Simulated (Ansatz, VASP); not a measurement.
Na2S: VASP beside Ansatz

INCAR

```
SYSTEM = Na2S
PREC = Accurate
ENCUT = 500
EDIFF = 1E-6
ISMEAR = -1
SIGMA = 0.05
LREAL = .FALSE.
LASPH = .TRUE.
NELM = 120
ALGO = Normal
ISIF = 2
LWAVE = .FALSE.
LCHARG = .TRUE.
LELF = .TRUE.
LVHAR = .TRUE.
NBANDS = 17
GGA_COMPAT = .FALSE.
```

KPOINTS

```
regular mesh
0
G
  7 7 7
  0 0 0
```

The input POSCAR:

```
Na2S
1.0
    0.0000000000      3.2066751269      3.2066751269
    3.2066751269      0.0000000000      3.2066751269
    3.2066751269      3.2066751269      0.0000000000
S Na
1 2
Direct
    0.0000000000      0.0000000000      0.0000000000
    0.7500000000      0.7500000000      0.7500000000
    0.2500000000      0.2500000000      0.2500000000
```

File input.yaml:

```yaml
crystal:
  lattice:
    - [0.0, 3.2066751269, 3.2066751269]
    - [3.2066751269, 0.0, 3.2066751269]
    - [3.2066751269, 3.2066751269, 0.0]
  atoms:
    - { symbol: S, position: [0.0, 0.0, 0.0] }
    - { symbol: Na, position: [0.75, 0.75, 0.75] }
    - { symbol: Na, position: [0.25, 0.25, 0.25] }
hamiltonian:
  xc: lda
  pseudopotentials: { kind: paw }
kpoints:
  mp_grid: { grid: [7, 7, 7] }
scf:
  occupations: { method: fermi_dirac, width: 0.05 }
output:
  forces: true
  stress: true
  eigenvalues: true
```

Alike in both runs: task single point; functional LDA; k mesh 7 × 7 × 7; occupations fermi-dirac, width 0.05 eV; no spin polarisation.

|  | VASP | Ansatz |
| --- | --- | --- |
| version | VASP 6.6.1 | Ansatz 0.2.0 |
| potentials or method | VASP PAW LDA potentials, release 64 (S, Na_pv) | Ansatz PAW |
| plane-wave cutoff (eV) | 500 | 420 |
| valence electrons in the cell | 20 | 24 |

```tsv
	VASP	Ansatz	Ansatz less VASP
gap on the k mesh at the Fermi level (eV)	2.44	2.44	-0.006
least direct gap on the mesh (eV)	2.44	2.44	-0.006
pressure (GPa)	-0.4	-0.4	0.00
```

LDA's correlation is that of Perdew and Zunger in VASP and of Perdew and Wang (1992) in Ansatz. VASP's potentials hold 20 valence electrons a cell and Ansatz's 24, so a difference there can come from the potentials and not from the codes.

Noted on Ansatz's run: odd divisions of the mesh miss points on the zone boundary, where band edges often lie, so the gap on the mesh can be too wide.
